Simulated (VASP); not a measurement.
InSb, 2 atoms in the cell. Symmetry: I-4m2, No. 119, tetragonal system. The conventional cell has a = 4.581 Å, b = 4.581 Å, c = 6.543 Å, α = 90.00°, β = 90.00°, γ = 90.00°. Within 3.7 Å of In (site symmetry -4m2) lie 4 Sb at 2.81 Å. Within 3.7 Å of Sb (site symmetry -4m2) lie 4 In at 2.81 Å.  This cell differs from its parent crystal: zz strain of +1 %.

* Program: VASP 6.6.1
* Task: electric field gradients
* Functional: PBEsol
* Potentials or basis: VASP PAW PBE potentials, release 64 (In_d, Sb)
* Cutoff: 520 eV
* k mesh: 9 × 9 × 9
* Occupations: fermi-dirac, width 0.05 eV
* Spin: no spin polarisation
* Dipole correction: no
* Further INCAR settings: ALGO = Normal; EDIFF = 1e-08; NBANDS = 16

Potentials or basis: VASP PAW PBE potentials, release 64 (In_d, Sb).

Launch:

```sh
$ cat potpaw_PBE.64/In_d/POTCAR potpaw_PBE.64/Sb/POTCAR > POTCAR
$ mpirun -np 1 vasp_std > vasp.out
```

Hardware: 1 thread of Intel(R) Xeon(R) 6975P-C (Granite Rapids), with other jobs on the host.

How long does it take, and how much memory?

Run time: 38 s on 1 thread of Intel(R) Xeon(R) 6975P-C (Granite Rapids) (shared host), peak memory 0.25 GiB. Counts: scf iterations 15, k points 75.
